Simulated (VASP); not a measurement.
# Pt (Fm-3m) in VASP: elastic constants with PBE

Aim: the elastic constants of Pt with PBE.

All numbers are computed with VASP 6.6.1; they aren't measurements. Logs are shortened: lines on timing, memory, paths and dates and some standing lists are left out, and cuts for length are marked.

## (1) The cell of the first run

It takes space group Fm-3m (No. 225, cubic). The conventional cell has a = 3.974 Å, b = 3.974 Å, c = 3.974 Å, α = 90.00°, β = 90.00°, γ = 90.00°. Pt (site symmetry m-3m) has 12 Pt at 2.81 Å within 3.7 Å.

## (2) Elastic constants, PBE

File INCAR:

```
SYSTEM = Pt
PREC = Accurate
ENCUT = 500
EDIFF = 1E-8
ISMEAR = -1
SIGMA = 0.15
LREAL = .False.
LASPH = .True.
NELM = 120
ALGO = Normal
ISIF = 3
LWAVE = .False.
LCHARG = .False.
GGA = PE
NBANDS = 11
IBRION = 6
NFREE = 2
POTIM = 0.015
NSW = 1
GGA_COMPAT = .False.
```

File KPOINTS:

```
regular mesh
0
Gamma
  20 20 20
  0 0 0
```

File POSCAR:

```
Pt
1.0
    0.0000000000      1.9871275603      1.9871275603
    1.9871275603      0.0000000000      1.9871275603
    1.9871275603      1.9871275603      0.0000000000
Pt
1
Direct
    0.0000000000      0.0000000000      0.0000000000
```

Potentials or basis: VASP PAW PBE potentials, release 64 (Pt).

Run with:

```
> cat potpaw_PBE.64/Pt/POTCAR > POTCAR
> mpirun -np 1 vasp_std > vasp.out
```

OUTCAR:

```text
SYSTEM = Pt
   PREC = Accurate
   ENCUT = 500
   EDIFF = 1E-8
   ISMEAR = -1
   LREAL = .False.
   LASPH = .True.
   NELM = 120
   ISIF = 3
   GGA = PE
   IBRION = 6
   NFREE = 2
   POTIM = 0.015
   NSW = 1

 ion  position               nearest neighbor table
   1  0.000  0.000  0.000-

  LATTYP: Found a face centered cubic cell.
 ALAT       =     3.9742551206

  Lattice vectors:

 A1 = (   0.0000000000,   1.9871275603,   1.9871275603)
 A2 = (   1.9871275603,   0.0000000000,   1.9871275603)
 A3 = (   1.9871275603,   1.9871275603,   0.0000000000)

Analysis of symmetry for initial positions (statically):
=====================================================================
 Subroutine PRICEL returns:
 Original cell was already a primitive cell.

 Routine SETGRP: Setting up the symmetry group for a
 face centered cubic supercell.

 Subroutine GETGRP returns: Found 48 space group operations
 (whereof 48 operations were pure point group operations)
 out of a pool of 48 trial point group operations.

The static configuration has the point symmetry O_h .

Analysis of symmetry for dynamics (positions and initial velocities):
=====================================================================
 Subroutine PRICEL returns:
 Original cell was already a primitive cell.

 Routine SETGRP: Setting up the symmetry group for a
 face centered cubic supercell.

 Subroutine GETGRP returns: Found 48 space group operations
 (whereof 48 operations were pure point group operations)
 out of a pool of 48 trial point group operations.

The dynamic configuration has the point symmetry O_h .

 Subroutine INISYM returns: Found 48 space group operations
 (whereof 48 operations are pure point group operations),
 and found     1 'primitive' translations

----------------------------------------------------------------------------------------

                                     Primitive cell

  volume of cell :      15.6930

  direct lattice vectors                    reciprocal lattice vectors
     0.000000000  1.987127560  1.987127560    -0.251619478  0.251619478  0.251619478
     1.987127560  0.000000000  1.987127560     0.251619478 -0.251619478  0.251619478
     1.987127560  1.987127560  0.000000000     0.251619478  0.251619478 -0.251619478

  length of vectors
     2.810222746  2.810222746  2.810222746     0.435817721  0.435817721  0.435817721

  position of ions in fractional coordinates (direct lattice)
     0.000000000  0.000000000  0.000000000

  ion indices of the primitive-cell ions
   primitive index   ion index
                 1           1

----------------------------------------------------------------------------------------

 KPOINTS: regular mesh

Automatic generation of k-mesh.
 Grid dimensions read from file:
 generate k-points for:   20   20   20

 Generating k-lattice:

  Cartesian coordinates                     Fractional coordinates (reciprocal lattice)
    -0.012580974  0.012580974  0.012580974     0.050000000  0.000000000  0.000000000
     0.012580974 -0.012580974  0.012580974     0.000000000  0.050000000  0.000000000
     0.012580974  0.012580974 -0.012580974     0.000000000  0.000000000  0.050000000

  Length of vectors
     0.021790886  0.021790886  0.021790886

[... 96 lines left out ...]
  ---------------------------------------------------
  ext. energy  EPLUGINS =         0.00000000
  ---------------------------------------------------
  free energy    TOTEN  =        -6.16213598 eV

  energy without entropy =       -6.04791133  energy(sigma->0) =       -6.10502366

------------------------ aborting loop because EDIFF is reached ----------------------------------------

  FORCE on cell =-STRESS in cart. coord.  units (eV):
  Direction    XX          YY          ZZ          XY          YZ          ZX
  --------------------------------------------------------------------------------------
  -------------------------------------------------------------------------------------
  Total       -0.0454426     -0.0454426     -0.0454426     -0.0000000     -0.0000000      0.0000000
  in kB       -4.6394462     -4.6394462     -4.6394462     -0.0000000     -0.0000000      0.0000000
  external PRESSURE =      -4.6394462 kB  Pullay stress =       0.0000000 kB
[... 86 lines left out ...]
  FREE ENERGIE OF THE ION-ELECTRON SYSTEM (eV)
  ---------------------------------------------------
  free  energy   TOTEN  =        -6.1593969534 eV

  energy  without entropy=       -6.0471861802  energy(sigma->0) =       -6.10329157

[... ionic steps 4 to 12 ...]

--------------------------------------- Ionic step       13  -------------------------------------------

 number of electron      10.0000002 magnetization

------------------------ aborting loop because EDIFF is reached ----------------------------------------
[... 65 lines left out ...]
--------------------------------------- Ionic step       15  -------------------------------------------

 number of electron      10.0000001 magnetization

 Free energy of the ion-electron system (eV)
  ---------------------------------------------------
  ext. energy  EPLUGINS =         0.00000000
  ---------------------------------------------------
  free energy    TOTEN  =        -6.16213598 eV

  energy without entropy =       -6.04791134  energy(sigma->0) =       -6.10502366

 E-fermi :  10.5416     XC(G=0): -13.2525

 val. band max:       10.5346189742   @ k =   0.4000   0.1000   0.0500
 cond. band min:      10.5473489474   @ k =   0.5000   0.2500   0.0500
 fundamental gap:      0.0127299732
 Fermi energy:        10.5415717960

 k-point     1 :       0.0000    0.0000    0.0000
  band No.  band energies     occupation
      1       0.7402      2.00000
      2       6.9682      2.00000
      3       6.9682      2.00000
      4       6.9682      2.00000
      5       8.9838      1.99994
      6       8.9838      1.99994
      7      25.2606      0.00000
      8      29.9993      0.00000
      9      29.9993      0.00000
     10      29.9993      0.00000
     11      35.1984      0.00000
[... 309 lines left out ...]
 k-point    24 :      -0.3500    0.0500    0.0000
  band No.  band energies     occupation
      1       3.6045      2.00000
      2       7.0396      2.00000
      3       7.1218      2.00000
      4       7.8623      2.00000
      5       9.7858      1.98712
      6      10.4005      1.43842
      7      19.3403      0.00000
      8      25.6565      0.00000
      9      29.6979      0.00000
     10      31.2636      0.00000
     11      35.4907      0.00000

 [... further k-points ...]

------------------------ aborting loop because EDIFF is reached ----------------------------------------

  FORCE on cell =-STRESS in cart. coord.  units (eV):
  Direction    XX          YY          ZZ          XY          YZ          ZX
  --------------------------------------------------------------------------------------
  -------------------------------------------------------------------------------------
  Total       -0.0455989     -0.0455989     -0.0455989     -0.0000000      0.0000000      0.0000000
  in kB       -4.6554078     -4.6554078     -4.6554078     -0.0000000      0.0000000      0.0000000
  external PRESSURE =      -4.6554078 kB  Pullay stress =       0.0000000 kB
[... 16 lines left out ...]
  FREE ENERGIE OF THE ION-ELECTRON SYSTEM (eV)
  ---------------------------------------------------
  free  energy   TOTEN  =        -6.1621359780 eV

  energy  without entropy=       -6.0479113434  energy(sigma->0) =       -6.10502366

 INTERNAL STRAIN TENSORS FROM STRAINED CELLS
 ============================================

 INTERNAL STRAIN TENSOR FOR ION    1 for displacements in x,y,z  (eV/Angst):
          X           Y           Z          XY          YZ          ZX
  --------------------------------------------------------------------------------
  x     0.00000    -0.00000     0.00000     0.00000     0.00000     0.00000
  y    -0.00000    -0.00000     0.00000    -0.00000    -0.00000     0.00000
  z     0.00000    -0.00000     0.00000     0.00000    -0.00000    -0.00000

 INTERNAL STRAIN TENSORS FROM DISPLACED ATOMS
 ============================================

 INTERNAL STRAIN TENSOR FOR ION    1 for displacements in x,y,z  (eV/Angst):
          X           Y           Z          XY          YZ          ZX
  --------------------------------------------------------------------------------
  x     0.00000     0.00000     0.00000     0.00000     0.00000     0.00000
  y     0.00000     0.00000     0.00000     0.00000     0.00000     0.00000
  z     0.00000     0.00000     0.00000     0.00000     0.00000     0.00000

 Eigenvectors and eigenvalues of the dynamical matrix
 ----------------------------------------------------

   1 f/i=    0.000000 THz     0.000000 2PiTHz    0.000000 cm-1     0.000000 meV
             X         Y         Z           dx          dy          dz
      0.000000  0.000000  0.000000     1.000000    0.000000    0.000000

   2 f/i=    0.000000 THz     0.000000 2PiTHz    0.000000 cm-1     0.000000 meV
             X         Y         Z           dx          dy          dz
      0.000000  0.000000  0.000000     0.000000    1.000000    0.000000

   3 f/i=    0.000000 THz     0.000000 2PiTHz    0.000000 cm-1     0.000000 meV
             X         Y         Z           dx          dy          dz
      0.000000  0.000000  0.000000     0.000000    0.000000    1.000000

--------------------------------------------------------------------------------------------------------

 ELASTIC MODULI CONTR FROM IONIC RELAXATION (kBar)
 Direction    XX          YY          ZZ          XY          YZ          ZX
 --------------------------------------------------------------------------------
 XX           0.0000      0.0000      0.0000      0.0000      0.0000      0.0000
 YY           0.0000      0.0000      0.0000      0.0000      0.0000      0.0000
 ZZ           0.0000      0.0000      0.0000      0.0000      0.0000      0.0000
 XY           0.0000      0.0000      0.0000      0.0000      0.0000      0.0000
 YZ           0.0000      0.0000      0.0000      0.0000      0.0000      0.0000
 ZX           0.0000      0.0000      0.0000      0.0000      0.0000      0.0000
 --------------------------------------------------------------------------------

 TOTAL ELASTIC MODULI (kBar)
 Direction    XX          YY          ZZ          XY          YZ          ZX
 --------------------------------------------------------------------------------
 XX        3026.7601   2130.0170   2130.0170     -0.0000      0.0000     -0.0000
 YY        2130.0170   3026.7601   2130.0170      0.0000     -0.0000     -0.0000
 ZZ        2130.0170   2130.0170   3026.7601      0.0000      0.0000     -0.0000
 XY          -0.0000      0.0000      0.0000    787.5313      0.0000      0.0000
 YZ           0.0000     -0.0000      0.0000      0.0000    787.5313     -0.0000
 ZX          -0.0000     -0.0000     -0.0000      0.0000     -0.0000    787.5313
 --------------------------------------------------------------------------------
```

It took 18 min on 1 thread of Oxide Virtual Turin-like, shared host; peak memory 0.62 GiB.

What came out:

```
Elastic constants C11, C12, C44 : 303, 213, 79 GPa
Voigt bulk modulus              : 243 GPa
```

Elastic tensor in Voigt notation (GPa, in the Cartesian axes of the cell as first typed):
```
303 213 213   0   0   0
213 303 213   0   0   0
213 213 303   0   0   0
  0   0   0  79   0   0
  0   0   0   0  79   0
  0   0   0   0   0  79
```

Clamped-ion elastic tensor (GPa):
```
303 213 213   0   0   0
213 303 213   0   0   0
213 213 303   0   0   0
  0   0   0  79   0   0
  0   0   0   0  79   0
  0   0   0   0   0  79
```

Caveat: spin-orbit coupling is left out, which moves the levels of the heavy elements.
